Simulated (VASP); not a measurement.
# Ag (Fm-3m) in VASP: a series of runs, part 2 of 3

VASP 6.6.1.

## Step 3: Single point, PBE+D4

This run uses another cell than the first one, of 16.96 Å³/atom, 1.058 times its volume.

INCAR

```
SYSTEM = Ag
ALGO     = Normal         ! electronic algorithm
EDIFF    = 1E-6           ! SCF threshold, eV
ENCUT    = 520            ! plane-wave cutoff, eV
GGA      = PE             ! functional
ISIF     = 2              ! what is computed and relaxed
ISMEAR   = -1             ! smearing method
IVDW     = 13             ! dispersion correction
LASPH    = .True.         ! aspherical terms in the spheres
LCHARG   = .True.         ! write CHGCAR
LELF     = .True.         ! ELF
LREAL    = .False.        ! projectors in reciprocal space
LVHAR    = .True.       
LWAVE    = .False.        ! write WAVECAR
NBANDS   = 12             ! bands
NELM     = 60             ! most SCF steps
PREC     = Accurate       ! precision mode
SIGMA    = 0.05           ! smearing width, eV
```

KPOINTS

```
k-points
0
Gamma
  11 11 11
  0 0 0
```

POSCAR

```
Ag
1.0
    0.0000000000      2.0393095287      2.0393095287
    2.0393095287      0.0000000000      2.0393095287
    2.0393095287      2.0393095287      0.0000000000
Ag
1
Direct
    0.0000000000      0.0000000000      0.0000000000
```

Potentials or basis: VASP PAW PBE potentials, release 64 (Ag).

On the command line:

```bash
> cat potpaw_PBE.64/Ag/POTCAR > POTCAR
> mpirun -np 1 vasp_std > vasp.out
```

OUTCAR:

```text
SYSTEM = Ag
   EDIFF = 1E-6
   ENCUT = 520
   GGA = PE
   ISIF = 2
   ISMEAR = -1
   IVDW = 13
   LASPH = .True.
   LREAL = .False.
   NELM = 60
   PREC = Accurate

 ion  position               nearest neighbor table
   1  0.000  0.000  0.000-

  LATTYP: Found a face centered cubic cell.
 ALAT       =     4.0786190574

  Lattice vectors:

 A1 = (   0.0000000000,   2.0393095287,   2.0393095287)
 A2 = (   2.0393095287,   0.0000000000,   2.0393095287)
 A3 = (   2.0393095287,   2.0393095287,   0.0000000000)

Analysis of symmetry for initial positions (statically):
=====================================================================
 Subroutine PRICEL returns:
 Original cell was already a primitive cell.

 Routine SETGRP: Setting up the symmetry group for a
 face centered cubic supercell.

 Subroutine GETGRP returns: Found 48 space group operations
 (whereof 48 operations were pure point group operations)
 out of a pool of 48 trial point group operations.

The static configuration has the point symmetry O_h .

Analysis of symmetry for dynamics (positions and initial velocities):
=====================================================================
 Subroutine PRICEL returns:
 Original cell was already a primitive cell.

 Routine SETGRP: Setting up the symmetry group for a
 face centered cubic supercell.

 Subroutine GETGRP returns: Found 48 space group operations
 (whereof 48 operations were pure point group operations)
 out of a pool of 48 trial point group operations.

The dynamic configuration has the point symmetry O_h .

 Subroutine INISYM returns: Found 48 space group operations
 (whereof 48 operations are pure point group operations),
 and found     1 'primitive' translations

----------------------------------------------------------------------------------------

                                     Primitive cell

  volume of cell :      16.9621

  direct lattice vectors                    reciprocal lattice vectors
     0.000000000  2.039309529  2.039309529    -0.245181025  0.245181025  0.245181025
[... 113 lines left out ...]
   LEPSILON=     F    determine dielectric tensor
   LRPA    =     F    only Hartree local field effects (RPA)
 non-spin polarized calculation
  energy-cutoff  :      520.00
  volume of cell :       16.96
 maximum number of plane-waves:       470
 NGX is ok and might be reduce to    24
   NGX = 11   NGY = 11   NGZ = 11

 number of electron      10.9999999 magnetization

 Free energy of the ion-electron system (eV)
  ---------------------------------------------------
  ext. energy  EPLUGINS =         0.00000000
  ---------------------------------------------------
  free energy    TOTEN  =        -2.70811702 eV

  energy without entropy =       -2.70540222  energy(sigma->0) =       -2.70675962

 E-fermi :   8.7472     XC(G=0): -12.2426

 val. band max:        8.7054147742   @ k =  -0.4545   0.0909   0.0000
 cond. band min:       8.8028785653   @ k =   0.4545   0.3636   0.0000
 fundamental gap:      0.0974637911
 Fermi energy:         8.7472283046

 k-point     1 :       0.0000    0.0000    0.0000
  band No.  band energies     occupation
      1       0.6956      2.00000
      2       3.6691      2.00000
      3       3.6691      2.00000
      4       3.6691      2.00000
      5       4.7119      2.00000
      6       4.7119      2.00000
      7      24.5376      0.00000
      8      28.1473      0.00000
      9      28.1473      0.00000
     10      28.1473      0.00000
     11      32.9675      0.00000
     12      34.1393      0.00000
[... 331 lines left out ...]
 k-point    24 :      -0.1818    0.1818    0.0000
  band No.  band energies     occupation
      1       2.7360      2.00000
      2       3.2647      2.00000
      3       3.8850      2.00000
      4       4.2876      2.00000
      5       4.3190      2.00000
      6       5.8655      2.00000
      7      20.4727      0.00000
      8      20.8844      0.00000
      9      27.1691      0.00000
     10      28.9705      0.00000
     11      29.6866      0.00000
     12      33.2229      0.00000

 [... further k-points ...]

------------------------ aborting loop because EDIFF is reached ----------------------------------------

  DFT-D4 for vdW energy calculation

  Edisp (eV):   -0.57063

  FORCE on cell =-STRESS in cart. coord.  units (eV):
  Direction    XX          YY          ZZ          XY          YZ          ZX
  --------------------------------------------------------------------------------------
  -------------------------------------------------------------------------------------
  Total      -0.01919    -0.01919    -0.01919     0.00000     0.00000    -0.00000
  in kB      -1.81297    -1.81297    -1.81297     0.00000     0.00000    -0.00000
  external pressure =       -1.81 kB  Pullay stress =        0.00 kB

 VOLUME and BASIS-vectors are now :
 -----------------------------------------------------------------------------
  energy-cutoff  :      520.00
  volume of cell :       16.96
      direct lattice vectors                 reciprocal lattice vectors
     0.000000000  2.039309529  2.039309529    -0.245181025  0.245181025  0.245181025
     2.039309529  0.000000000  2.039309529     0.245181025 -0.245181025  0.245181025
     2.039309529  2.039309529  0.000000000     0.245181025  0.245181025 -0.245181025

 POSITION                                       TOTAL-FORCE (eV/Angst)
 -----------------------------------------------------------------------------------
      0.00000      0.00000      0.00000         0.000000     -0.000000     -0.000000
 -----------------------------------------------------------------------------------
    total drift:                               -0.000000      0.000000     -0.000000

  FREE ENERGIE OF THE ION-ELECTRON SYSTEM (eV)
  ---------------------------------------------------
  free  energy   TOTEN  =        -3.2787448248 eV

  energy  without entropy=       -3.2760300295  energy(sigma->0) =       -3.27738743
```

OSZICAR:

```text
N       E                     dE             d eps       ncg     rms          rms(c)
DAV:   1     0.521746113482E+02    0.52175E+02   -0.54694E+03  1344   0.834E+02
DAV:   2    -0.208933844172E+01   -0.54264E+02   -0.52241E+02  1592   0.198E+02
DAV:   3    -0.296625827874E+01   -0.87692E+00   -0.87636E+00  1564   0.256E+01
DAV:   4    -0.296901700329E+01   -0.27587E-02   -0.27586E-02  1556   0.153E+00
DAV:   5    -0.296903913947E+01   -0.22136E-04   -0.22136E-04  1600   0.124E-01    0.529E+00
DAV:   6    -0.271985519152E+01    0.24918E+00   -0.96178E-01  1464   0.881E+00    0.339E+00
DAV:   7    -0.271110742140E+01    0.87478E-02   -0.11539E-02  1572   0.100E+00    0.191E+00
DAV:   8    -0.270810684958E+01    0.30006E-02   -0.70715E-04  1508   0.197E-01    0.102E-01
DAV:   9    -0.270811179489E+01   -0.49453E-05   -0.77807E-06  1620   0.207E-02    0.258E-02
DAV:  10    -0.270811756134E+01   -0.57665E-05   -0.40517E-06  1508   0.188E-02    0.690E-03
DAV:  11    -0.270811701980E+01    0.54155E-06   -0.87425E-08   844   0.247E-03
   1 F= -.32787448E+01 E0= -.32773874E+01  d E =-.271480E-02
```

stdout:

```text
POSCAR found type information on POSCAR Ag
 POSCAR found :  1 types and       1 ions
 scaLAPACK will be used
 LDA part: xc-table for (Slater+PW92), standard interpolation
 POSCAR, INCAR and KPOINTS ok, starting setup
 FFT: planning ... GRIDC
 FFT: planning ... GRID_SOFT
 FFT: planning ... GRID
 WAVECAR not read
 entering main loop
```

Run time: 13 s. Hardware: 1 thread of Intel Xeon 8259CL, shared host; peak memory 0.14 GiB.

Results:

```
Free energy                : -3.2787 eV
Pressure                   : -0.2 GPa
Dispersion energy per atom : -0.571 eV
```

Levels at points of the mesh, in eV from the Fermi level:
```csv
k point,band 4,band 5,band 6,band 7,band 8,band 9
"(0.00, 0.00, 0.00)",-5.08,-4.04,-4.04,15.79,19.40,19.40
```

Caveat: pairwise dispersion overbinds metals, which lowers pressure and volume.

## Step 4: Single point, revPBE+D3(BJ)

This run uses another cell than the first one, of 16.49 Å³/atom, 1.029 times its volume.

INCAR

```
ALGO = Normal
EDIFF = 1E-6
ENCUT = 520
GGA = RE
ISIF = 2
ISMEAR = -1
IVDW = 12
LASPH = True
LCHARG = True
LELF = True
LREAL = False
LVHAR = True
LWAVE = False
NBANDS = 12
NELM = 60
PREC = Accurate
SIGMA = 0.05
```

KPOINTS

```
k-points
0
Gamma
  11 11 11
```

POSCAR

```
Ag
1.0
    0.0000000000      2.0200730447      2.0200730447
    2.0200730447      0.0000000000      2.0200730447
    2.0200730447      2.0200730447      0.0000000000
Ag
1
Direct
    0.0000000000      0.0000000000      0.0000000000
```

On the command line:

```bash
> cat potpaw_PBE.64/Ag/POTCAR > POTCAR
> mpirun -np 1 vasp_std > vasp.out
```

It took 12 s on 1 thread of Intel Xeon 8259CL, shared host; peak memory 0.15 GiB.

It converged, with:

| Property | Result |
| --- | --- |
| Free energy | -3.4033 eV |
| Pressure | -0.2 GPa |
| Dispersion energy per atom | -1.166 eV |

Levels at points of the mesh, in eV from the Fermi level:
```tsv
k point	band 2	band 3	band 4	band 5	band 6	band 7	band 8	band 9	band 10	band 11
(0.00, 0.00, 0.00)	-5.19	-5.19	-5.19	-4.10	-4.10	15.84	19.65	19.65	19.65	24.49
```

Caveat: the PAW data sets were made with another functional, which shifts forces and pressure a little; pairwise dispersion overbinds metals, which lowers pressure and volume.

[end of part 2 of 3]
